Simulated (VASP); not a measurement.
Runs of VASP 6.6.1 on LiH. The structure is that of space group I4/mmm (No. 139), or close to it. The cells are those of the table. 

| cell | cutoff (eV) | gap on the mesh (eV) | pressure (GPa) |
| --- | --- | --- | --- |
| a = 2.822, b = 2.822, c = 2.644 Å, angles 62.1, 62.1, 55.9°, 2 atoms | 830 | 2.10 | 4.1 |
| a = 2.762, b = 2.762, c = 2.874 Å, angles 58.6, 58.6, 62.7°, 2 atoms | 830 | 2.76 | 1.9 |
| a = 2.884, b = 2.884, c = 2.644 Å, angles 62.7, 62.7, 54.6°, 2 atoms | 830 | (a) | 3.3 |
| a = 2.992, b = 2.992, c = 3.104 Å, angles 58.7, 58.7, 62.5°, 2 atoms | 520 | (b) | - |

Alike in all rows: task single point; level r2SCAN; potentials or basis VASP PAW PBE potentials, release 64 (Li_sv, H); no spin polarisation; k mesh 10 × 10 × 10; smearing gaussian 0.05 eV.

Question: Estimate the missing entries.

Answer: (a) 1.79; (b) 3.03.

Caveats: the PAW data sets were made with another functional, which shifts forces and pressure a little; the cell stands under pressure (at least some runs); the cutoff is under 1.25 times the usual one of these potentials, so pressure, stress and relaxed cells hold a basis-set (Pulay) error (at least some runs).

A k mesh can miss the band edges.
